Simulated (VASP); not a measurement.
# In2SnTe2 (P6mm) in VASP: notebook

The runs below take In2SnTe2 through relaxation of cell and atoms, single point, with PBE.

Program: VASP 6.6.1. These are calculated values, not measurements. Logs are shortened: lines on timing, memory, paths and dates and some standing lists are left out, and cuts for length are marked.

## 1. The cell of the first run

The structure is hexagonal, space group P6mm (No. 183). The conventional cell has a = 5.416 Å, b = 5.416 Å, c = 6.338 Å, α = 90.00°, β = 90.00°, γ = 120.00°. Within 4.1 Å of In (site symmetry 3m) lie 3 In at 3.13 Å and 2 Te at 3.15 to 3.18 Å and 3 Sn at 3.43 Å. Within 4.5 Å of Sn (site symmetry 6mm) lie 6 In at 3.43 Å and 6 Te at 3.59 Å. Within 4.1 Å of Te (site symmetry 3m) lie 3 Te at 3.13 Å and 2 In at 3.15 to 3.18 Å and 3 Sn at 3.59 Å.

The cell was generated, and may not be a known phase.

## 2. Relaxation of cell and atoms, PBE

INCAR

```
SYSTEM = In2SnTe2
PREC = Accurate
ENCUT = 600
EDIFF = 1E-6
ISMEAR = 0
SIGMA = 0.1
LREAL = .FALSE.
LASPH = .TRUE.
NELM = 80
ALGO = Fast
ISIF = 3
LWAVE = .FALSE.
LCHARG = .FALSE.
GGA = PE
IBRION = 2
NSW = 100
EDIFFG = -0.01
```

KPOINTS

```
Automatic mesh
0
G
  12 12 6
  0 0 0
```

POSCAR

```
In2SnTe2
1.0
    5.4160115187      0.0000000000      0.0000000000
   -2.7080057594      4.6904035624      0.0000000000
    0.0000000000      0.0000000000      6.3384370357
In Sn Te
2 1 2
Direct
    0.3333333333      0.6666666667      0.4326372676
    0.6666666667      0.3333333333      0.4326372676
    0.0000000000      0.0000000000      0.2099390484
    0.3333333333      0.6666666667      0.9301937833
    0.6666666667      0.3333333333      0.9301937833
```

Potentials or basis: VASP PAW PBE potentials, release 64 (In_d, Sn_d, Te).

The run is started by

```console
$ cat potpaw_PBE.64/In_d/POTCAR potpaw_PBE.64/Sn_d/POTCAR potpaw_PBE.64/Te/POTCAR > POTCAR
$ mpirun -np 1 vasp_std > vasp.out
```

OUTCAR:

```text
SYSTEM = In2SnTe2
   PREC = Accurate
   ENCUT = 600
   EDIFF = 1E-6
   ISMEAR = 0
   LREAL = .FALSE.
   LASPH = .TRUE.
   NELM = 80
   ISIF = 3
   GGA = PE
   IBRION = 2
   NSW = 100
   EDIFFG = -0.01

 ion  position               nearest neighbor table
   1  0.333  0.667  0.433-   2 3.13   2 3.13   2 3.13   4 3.15   4 3.18   3 3.43   3 3.43   3 3.43

   2  0.667  0.333  0.433-   1 3.13   1 3.13   1 3.13   5 3.15   5 3.18   3 3.43   3 3.43   3 3.43

   3  0.000  0.000  0.210-   1 3.43   2 3.43   2 3.43   1 3.43   2 3.43   1 3.43   4 3.59   5 3.59
                             5 3.59   4 3.59   4 3.59   5 3.59
   4  0.333  0.667  0.930-   5 3.13   5 3.13   5 3.13   1 3.15   1 3.18   3 3.59   3 3.59   3 3.59

   5  0.667  0.333  0.930-   4 3.13   4 3.13   4 3.13   2 3.15   2 3.18   3 3.59   3 3.59   3 3.59

  LATTYP: Found a hexagonal cell.
 ALAT       =     5.4160115187
 C/A-ratio  =     1.1703145412

  Lattice vectors:

 A1 = (   5.4160115187,   0.0000000000,   0.0000000000)
 A2 = (  -2.7080057594,   4.6904035624,   0.0000000000)
 A3 = (   0.0000000000,   0.0000000000,   6.3384370357)

Analysis of symmetry for initial positions (statically):
=====================================================================
 Subroutine PRICEL returns:
 Original cell was already a primitive cell.

 Routine SETGRP: Setting up the symmetry group for a
 hexagonal supercell.

 Subroutine GETGRP returns: Found 12 space group operations
 (whereof 12 operations were pure point group operations)
 out of a pool of 24 trial point group operations.

The static configuration has the point symmetry C_6v.

Analysis of symmetry for dynamics (positions and initial velocities):
=====================================================================
 Subroutine PRICEL returns:
 Original cell was already a primitive cell.

 Routine SETGRP: Setting up the symmetry group for a
 hexagonal supercell.

 Subroutine GETGRP returns: Found 12 space group operations
 (whereof 12 operations were pure point group operations)
 out of a pool of 24 trial point group operations.

The dynamic configuration has the point symmetry C_6v.

 Subroutine INISYM returns: Found 12 space group operations
 (whereof 12 operations are pure point group operations),
 and found     1 'primitive' translations

----------------------------------------------------------------------------------------

                                     Primitive cell

  volume of cell :     161.0171

  direct lattice vectors                    reciprocal lattice vectors
     5.416011519  0.000000000  0.000000000     0.184637717  0.106600635  0.000000000
    -2.708005759  4.690403562  0.000000000     0.000000000  0.213201271  0.000000000
     0.000000000  0.000000000  6.338437036     0.000000000  0.000000000  0.157767600

  length of vectors
     5.416011519  5.416011519  6.338437036     0.213201271  0.213201271  0.157767600

  position of ions in fractional coordinates (direct lattice)
     0.333333333  0.666666667  0.432637268
     0.666666667  0.333333333  0.432637268
     0.000000000  0.000000000  0.209939048
     0.333333333  0.666666667  0.930193783
     0.666666667  0.333333333  0.930193783

  ion indices of the primitive-cell ions
   primitive index   ion index
                 1           1
                 2           2
                 3           3
                 4           4
                 5           5

----------------------------------------------------------------------------------------

 KPOINTS: Automatic mesh

Automatic generation of k-mesh.
 Grid dimensions read from file:
 generate k-points for:   12   12    6

[... 66 lines left out ...]
   NSW    =    100    number of steps for IOM
   IBRION =      2    ionic relax: 0-MD 1-quasi-New 2-CG
   NFREE  =      1    steps in history (QN), initial steepest desc. (CG)
   ISIF   =      3    stress and relaxation
   ISYM   =      2    0-nonsym 1-usesym 2-fastsym
   POTIM  = 0.5000    time-step for ionic-motion
   TEBEG  =    0.0;   TEEND  =   0.0 temperature during run
   PSTRESS=    0.0 pullay stress
   NELECT =      52.0000    total number of electrons
   NUPDOWN=      -1.0000    fix difference up-down
   EMIN   =  10.00;   EMAX   =-10.00  energy-range for DOS
   EFERMI =   0.00;   METHOD = LEGACY
   ISMEAR =     0;   SIGMA  =   0.10  broadening in eV -4-tet -1-fermi 0-gaus
   EFERMI_NEDOS =   21; number of points for ismear=-14 and -15
   IALGO  =     68    algorithm
   IMIX   =      4    mixing-type and parameters
     AMIX     =   0.40;   BMIX     =  1.00
     AMIX_MAG =   1.60;   BMIX_MAG =  1.00
  volume/ion in A,a.u.               =      32.20       217.32
  Fermi-wavevector in a.u.,A,eV,Ry     =   1.123187  2.122515 17.164408  1.261548
  Thomas-Fermi vector in A             =   2.259851
   LORBIT       =      0    0 simple, 1 ext, 2 COOP (PROOUT), +10 PAW based schemes
   GGA     = PE    functional components
   LHFCALC =     F    Hartree Fock is set to
   AEXX    =    0.0000 exact exchange contribution
   IVDW    =     0    specifies the selected vdW correction
   LEPSILON=     F    determine dielectric tensor
   LRPA    =     F    only Hartree local field effects (RPA)
 conjugate gradient relaxation of ions
 non-spin polarized calculation
 RMM-DIIS sequential band-by-band and
 Gauss-broadening in eV      SIGMA  =   0.10
  energy-cutoff  :      600.00
  volume of cell :      161.02
 maximum number of plane-waves:      5394
 NGX is ok and might be reduce to    48
   NGX = 21   NGY = 21   NGZ = 25

--------------------------------------- Ionic step        1  -------------------------------------------

 number of electron      52.0000007 magnetization

 Free energy of the ion-electron system (eV)
  ---------------------------------------------------
  ext. energy  EPLUGINS =         0.00000000
  ---------------------------------------------------
  free energy    TOTEN  =       -14.89661094 eV

  energy without entropy =      -14.87968502  energy(sigma->0) =      -14.88814798

------------------------ aborting loop because EDIFF is reached ----------------------------------------

  FORCE on cell =-STRESS in cart. coord.  units (eV):
  Direction    XX          YY          ZZ          XY          YZ          ZX
  --------------------------------------------------------------------------------------
  -------------------------------------------------------------------------------------
  Total        0.0298412      0.0298412      0.2043324     -0.0000000     -0.0000000      0.0000000
  in kB        0.2969309      0.2969309      2.0331806     -0.0000000     -0.0000000      0.0000000
  external PRESSURE =       0.8756808 kB  Pullay stress =       0.0000000 kB

 VOLUME and BASIS-vectors are now :
 -----------------------------------------------------------------------------
  energy-cutoff  :      600.00
  volume of cell :      161.02
      direct lattice vectors                 reciprocal lattice vectors
     5.416011519  0.000000000  0.000000000     0.184637717  0.106600635  0.000000000
    -2.708005759  4.690403562  0.000000000     0.000000000  0.213201271  0.000000000
     0.000000000  0.000000000  6.338437036     0.000000000  0.000000000  0.157767600

 POSITION                                       TOTAL-FORCE (eV/Angst)
 -----------------------------------------------------------------------------------
     -0.00000      3.12694      2.74224         0.000000      0.000000     -0.003752
      2.70801      1.56347      2.74224        -0.000000     -0.000000     -0.003752
      0.00000      0.00000      1.33069         0.000000      0.000000     -0.005080
     -0.00000      3.12694      5.89597         0.000000     -0.000000      0.006292
      2.70801      1.56347      5.89597        -0.000000     -0.000000      0.006292
 -----------------------------------------------------------------------------------
    total drift:                               -0.000000     -0.000000      0.000338

  FREE ENERGIE OF THE ION-ELECTRON SYSTEM (eV)
  ---------------------------------------------------
  free  energy   TOTEN  =       -14.8966109414 eV

  energy  without entropy=      -14.8796850153  energy(sigma->0) =      -14.88814798

--------------------------------------- Ionic step        2  -------------------------------------------

 number of electron      52.0000006 magnetization

 Free energy of the ion-electron system (eV)
  ---------------------------------------------------
  ext. energy  EPLUGINS =         0.00000000
  ---------------------------------------------------
  free energy    TOTEN  =       -14.89686499 eV

  energy without entropy =      -14.87987687  energy(sigma->0) =      -14.88837093

 E-fermi :   5.8878     XC(G=0):  -9.2226

 val. band max:        5.8846534589   @ k =   0.1667   0.1667   0.1667
 cond. band min:       5.8920396423   @ k =   0.2500   0.2500   0.5000
 fundamental gap:      0.0073861834
 Fermi energy:         5.8877729489

 k-point     1 :       0.0000    0.0000    0.0000
  band No.  band energies     occupation
      1     -15.6744      2.00000
      2     -15.6690      2.00000
      3     -15.6690      2.00000
      4     -15.6594      2.00000
      5     -15.6594      2.00000
      6      -8.6983      2.00000
[... 805 lines left out ...]
     30       8.4589      0.00000
     31       9.5513      0.00000

 [... further k-points ...]
[... 5 lines left out ...]
  --------------------------------------------------------------------------------------
  -------------------------------------------------------------------------------------
  Total       -0.0262003     -0.0262003      0.0459948      0.0000000      0.0000000      0.0000000
  in kB       -0.2600398     -0.2600398      0.4565009      0.0000000      0.0000000      0.0000000
  external PRESSURE =      -0.0211929 kB  Pullay stress =       0.0000000 kB

 VOLUME and BASIS-vectors are now :
 -----------------------------------------------------------------------------
  energy-cutoff  :      600.00
  volume of cell :      161.43
      direct lattice vectors                 reciprocal lattice vectors
     5.417570919 -0.000000000  0.000000000     0.184584570  0.106569951  0.000000000
    -2.708785459  4.691754042 -0.000000000     0.000000000  0.213139903  0.000000000
     0.000000000 -0.000000000  6.350933314     0.000000000  0.000000000  0.157457172

 POSITION                                       TOTAL-FORCE (eV/Angst)
 -----------------------------------------------------------------------------------
     -0.00000      3.12784      2.74747         0.000000      0.000000     -0.003775
      2.70879      1.56392      2.74747        -0.000000      0.000000     -0.003775
      0.00000     -0.00000      1.33306        -0.000000      0.000000     -0.008818
     -0.00000      3.12784      5.90790         0.000000     -0.000000      0.008184
      2.70879      1.56392      5.90790        -0.000000     -0.000000      0.008184
 -----------------------------------------------------------------------------------
    total drift:                               -0.000000     -0.000000      0.005672

  FREE ENERGIE OF THE ION-ELECTRON SYSTEM (eV)
  ---------------------------------------------------
  free  energy   TOTEN  =       -14.8968649943 eV

  energy  without entropy=      -14.8798768693  energy(sigma->0) =      -14.88837093

 reached required accuracy - stopping structural energy minimisation
```

Wall time 18 min (1 thread of Intel Xeon Platinum 8259CL at 2.50GHz (Skylake/Cascade Lake), shared host); peak memory 0.68 GiB.

Results:

* Free energy: -14.8969 eV
* Relaxed volume: 32.29 Å³/atom
* Relaxed cell: a = 5.418 Å, b = 5.418 Å, c = 6.351 Å, α = 90.00°, β = 90.00°, γ = 120.00°
* Space group after relaxing (to 0.1 Å): P6mm (No. 183)
* Energy gained by relaxing: 0.1 meV/atom
* Ionic steps: 2
* Pressure after relaxing: 0.0 GPa
* Largest force after relaxing: 0.009 eV/Å
* Band gap on the k mesh: zero (bands 26 and 27 overlap by 0.57 eV)

Forces on the atoms (eV/Å):
```
In   0.000  0.000 -0.004
In   0.000  0.000 -0.004
Sn   0.000  0.000 -0.009
Te   0.000  0.000  0.008
Te   0.000  0.000  0.008
```

The path:
| step | energy change (eV) | largest force (eV/Å) | pressure (GPa) | volume (Å³) |
| --- | --- | --- | --- | --- |
| 1 | 0.0000 | 0.0063 | 0.09 | 161.02 |
| 2 | -0.0003 | 0.0088 | 0.00 | 161.43 |

Final structure:
```
In Sn Te
1.0
     5.41757    0.00000    0.00000
    -2.70879    4.69175    0.00000
     0.00000    0.00000    6.35093
In Sn Te
2 1 2
Direct
  0.33333 0.66667 0.43261
  0.66667 0.33333 0.43261
  0.00000 0.00000 0.20990
  0.33333 0.66667 0.93024
  0.66667 0.33333 0.93024
```

Caveat: spin-orbit coupling is left out, which moves the levels of the heavy elements.

## 3. Single point, PBE

INCAR

```
  ALGO = Fast
  EDIFF = 1E-6
  ENCUT = 520
  GGA = PE
  ISIF = 2
  ISMEAR = 0
  LASPH = True
  LCHARG = False
  LREAL = False
  LWAVE = False
  NBANDS = 34
  NELM = 80
  PREC = Accurate
  SIGMA = 0.1
```

KPOINTS

```
k-points
0
Gamma
  6 6 4
```

POSCAR is that of step 2.

Potentials or basis: VASP PAW PBE potentials, release 64 (In_d, Sn_d, Te).

The run is started by

```console
$ cat potpaw_PBE.64/In_d/POTCAR potpaw_PBE.64/Sn_d/POTCAR potpaw_PBE.64/Te/POTCAR > POTCAR
$ mpirun -np 1 vasp_std > vasp.out
```

OUTCAR:

```text
EDIFF = 1E-6
   ENCUT = 520
   GGA = PE
   ISIF = 2
   ISMEAR = 0
   LASPH = True
   LREAL = False
   NELM = 80
   PREC = Accurate

 ion  position               nearest neighbor table
   1  0.333  0.667  0.433-   2 3.13   2 3.13   2 3.13   4 3.15   4 3.18   3 3.43   3 3.43   3 3.43

   2  0.667  0.333  0.433-   1 3.13   1 3.13   1 3.13   5 3.15   5 3.18   3 3.43   3 3.43   3 3.43

   3  0.000  0.000  0.210-   1 3.43   2 3.43   2 3.43   1 3.43   2 3.43   1 3.43   4 3.59   5 3.59
                             5 3.59   4 3.59   4 3.59   5 3.59
   4  0.333  0.667  0.930-   5 3.13   5 3.13   5 3.13   1 3.15   1 3.18   3 3.59   3 3.59   3 3.59

   5  0.667  0.333  0.930-   4 3.13   4 3.13   4 3.13   2 3.15   2 3.18   3 3.59   3 3.59   3 3.59

  LATTYP: Found a hexagonal cell.
 ALAT       =     5.4160115187
 C/A-ratio  =     1.1703145412

  Lattice vectors:

 A1 = (   5.4160115187,   0.0000000000,   0.0000000000)
 A2 = (  -2.7080057594,   4.6904035624,   0.0000000000)
 A3 = (   0.0000000000,   0.0000000000,   6.3384370357)

Analysis of symmetry for initial positions (statically):
[... 175 lines left out ...]

 E-fermi :   5.9151     XC(G=0):  -9.2352

 val. band max:        5.8818998035   @ k =   0.0000   0.0000   0.5000
 cond. band min:       5.9441432904   @ k =   0.1667   0.1667   0.0000
 fundamental gap:      0.0622434868
 Fermi energy:         5.9151051701

 k-point     1 :       0.0000    0.0000    0.0000
  band No.  band energies     occupation
      1     -15.6523      2.00000
      2     -15.6439      2.00000
      3     -15.6439      2.00000
      4     -15.6261      2.00000
      5     -15.6261      2.00000
      6      -8.6742      2.00000
[... 766 lines left out ...]
     33      10.8406      0.00000
     34      11.6910      0.00000

------------------------ aborting loop because EDIFF is reached ----------------------------------------

  FORCE on cell =-STRESS in cart. coord.  units (eV):
  Direction    XX          YY          ZZ          XY          YZ          ZX
  --------------------------------------------------------------------------------------
  -------------------------------------------------------------------------------------
  Total       -0.0310980     -0.0310980      0.0734073      0.0000000      0.0000000     -0.0000000
  in kB       -0.3094363     -0.3094363      0.7304288      0.0000000      0.0000000     -0.0000000
  external PRESSURE =       0.0371854 kB  Pullay stress =       0.0000000 kB

 VOLUME and BASIS-vectors are now :
 -----------------------------------------------------------------------------
  energy-cutoff  :      520.00
  volume of cell :      161.02
      direct lattice vectors                 reciprocal lattice vectors
     5.416011519  0.000000000  0.000000000     0.184637717  0.106600635  0.000000000
    -2.708005759  4.690403562  0.000000000     0.000000000  0.213201271  0.000000000
     0.000000000  0.000000000  6.338437036     0.000000000  0.000000000  0.157767600

 POSITION                                       TOTAL-FORCE (eV/Angst)
 -----------------------------------------------------------------------------------
     -0.00000      3.12694      2.74224        -0.000000      0.000000     -0.000519
      2.70801      1.56347      2.74224         0.000000     -0.000000     -0.000519
      0.00000      0.00000      1.33069        -0.000000     -0.000000      0.024409
     -0.00000      3.12694      5.89597         0.000000     -0.000000     -0.011686
      2.70801      1.56347      5.89597        -0.000000     -0.000000     -0.011686
 -----------------------------------------------------------------------------------
    total drift:                                0.000000      0.000000      0.000196

  FREE ENERGIE OF THE ION-ELECTRON SYSTEM (eV)
  ---------------------------------------------------
  free  energy   TOTEN  =       -14.8406500932 eV

  energy  without entropy=      -14.8222820145  energy(sigma->0) =      -14.83146605
```

OSZICAR:

```text
N       E                     dE             d eps       ncg     rms          rms(c)
DAV:   1     0.474602044486E+03    0.47460E+03   -0.23768E+04  1428   0.177E+03
DAV:   2     0.474596688791E+02   -0.42714E+03   -0.41687E+03  1452   0.458E+02
DAV:   3    -0.116367981517E+02   -0.59096E+02   -0.57975E+02  1772   0.174E+02
DAV:   4    -0.147601634925E+02   -0.31234E+01   -0.31033E+01  1640   0.410E+01
DAV:   5    -0.149028835427E+02   -0.14272E+00   -0.14265E+00  2136   0.864E+00    0.972E+00
RMM:   6    -0.148453443083E+02    0.57539E-01   -0.11609E-01  1726   0.305E+00    0.581E+00
RMM:   7    -0.148402236184E+02    0.51207E-02   -0.12806E-01  1655   0.243E+00    0.478E-01
RMM:   8    -0.148394352872E+02    0.78833E-03   -0.18077E-02  1899   0.153E+00    0.182E-01
RMM:   9    -0.148403211989E+02   -0.88591E-03   -0.79294E-03  2213   0.620E-01    0.187E-01
RMM:  10    -0.148405277611E+02   -0.20656E-03   -0.15369E-03  2508   0.251E-01    0.181E-01
RMM:  11    -0.148405881604E+02   -0.60399E-04   -0.34849E-04  2490   0.112E-01    0.127E-01
RMM:  12    -0.148406432148E+02   -0.55054E-04   -0.20217E-04  2116   0.724E-02    0.785E-02
RMM:  13    -0.148406455091E+02   -0.22943E-05   -0.51574E-05  2355   0.362E-02    0.137E-02
RMM:  14    -0.148406474684E+02   -0.19593E-05   -0.12598E-05  1779   0.201E-02    0.656E-03
RMM:  15    -0.148406502820E+02   -0.28136E-05   -0.80363E-06  1491   0.157E-02    0.366E-03
RMM:  16    -0.148406500932E+02    0.18874E-06   -0.25647E-06  1339   0.110E-02
   1 F= -.14840650E+02 E0= -.14831466E+02  d E =-.183681E-01
```

Run time: 84 s. Hardware: 1 thread of Intel Xeon 6975P-C (Granite Rapids), shared host; peak memory 0.32 GiB.

What came out:

```
Free energy            : -14.8407 eV
Pressure               : 0.0 GPa
Largest force          : 0.024 eV/Å
Band gap on the k mesh : zero (bands 26 and 27 overlap by 0.47 eV)
```

Forces on the atoms (eV/Å):
```
In   0.000  0.000 -0.001
In   0.000  0.000 -0.001
Sn   0.000  0.000  0.024
Te   0.000  0.000 -0.012
Te   0.000  0.000 -0.012
```

Levels at points of the mesh, in eV from the Fermi level:
| k point | band 22 | band 23 | band 24 | band 25 | band 26 | band 27 | band 28 | band 29 | band 30 | band 31 |
| --- | --- | --- | --- | --- | --- | --- | --- | --- | --- | --- |
| (0.00, 0.00, 0.00) | -3.21 | -1.74 | -1.74 | -1.61 | -0.88 | 0.57 | 0.57 | 1.30 | 1.55 | 1.55 |
| (0.50, 0.00, 0.00) | -3.90 | -2.90 | -2.18 | -1.11 | 0.14 | 0.45 | 1.32 | 2.05 | 2.99 | 3.68 |
| (0.00, 0.00, 0.50) | -2.83 | -1.91 | -1.55 | -1.55 | -0.03 | -0.03 | 0.63 | 0.82 | 0.82 | 1.40 |
| (0.50, 0.00, 0.50) | -2.76 | -1.84 | -0.79 | -0.30 | 0.07 | 0.73 | 1.37 | 1.41 | 2.46 | 3.04 |

Caveat: spin-orbit coupling is left out, which moves the levels of the heavy elements.

The gap in the log of VASP goes by the Fermi energy; the results here count the filled bands.